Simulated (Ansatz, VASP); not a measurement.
This is a calculation of Sn for Ansatz 0.2.0.

input.yaml

```yaml
crystal:
  lattice:
    - [-1.7604013028, 1.810370488, 2.3842034864]
    - [1.7604013028, -1.810370488, 2.3842034864]
    - [1.7604013028, 1.810370488, -2.3842034864]
  atoms:
    - { symbol: Sn, position: [0.0, 0.0, 0.0] }
hamiltonian:
  xc: lda
  pseudopotentials: { kind: paw }
kpoints:
  mp_grid: { grid: [11, 11, 11] }
scf:
  occupations: { method: fermi_dirac, width: 0.05 }
output:
  forces: true
  stress: true
  eigenvalues: true
```

Potentials or basis: Ansatz PAW.

Command:

```sh
$ ansatz run input.yaml --threads 2 --pin off --max-ram 5632MiB --backend cpu --events-out ev --progress --plain --runs-dir out
```

Set up the same calculation for VASP 6.6.1. Potentials there: VASP PAW LDA potentials, release 64 (Sn_d).

As run (the cutoff follows the program's own potentials):

The input INCAR:

```
PREC = Accurate ; ENCUT = 520
EDIFF = 1E-6 ; ISMEAR = -1
SIGMA = 0.05 ; LREAL = False
LASPH = True ; NELM = 80
ALGO = Normal ; ISIF = 2
LWAVE = False ; LCHARG = False
GGA = CA ; NBANDS = 13
```

The input KPOINTS:

```
regular mesh
0
Gamma
  11 11 11
```

File POSCAR:

```
Sn
1.0
   -1.7604013028      1.8103704880      2.3842034864
    1.7604013028     -1.8103704880      2.3842034864
    1.7604013028      1.8103704880     -2.3842034864
Sn
1
Direct
    0.0000000000      0.0000000000      0.0000000000
```

Potentials or basis: VASP PAW LDA potentials, release 64 (Sn_d).

Command:

```console
$ cat potpaw_LDA.64/Sn_d/POTCAR > POTCAR
$ mpirun -np 1 vasp_std > vasp.out
```

Both were run:

|  | VASP | Ansatz | Ansatz less VASP |
| --- | --- | --- | --- |
| gap on the k mesh at the Fermi level (eV) | none | none | - |
| pressure (GPa) | -6.6 | -6.6 | +0.03 |
| traceless stress, the component that is largest in VASP (GPa) | -0.90 | -0.90 | -0.005 |

LDA's correlation is that of Perdew and Zunger in VASP and of Perdew and Wang (1992) in Ansatz. A gap of «none» marks a metal or a gap that the smearing closes.
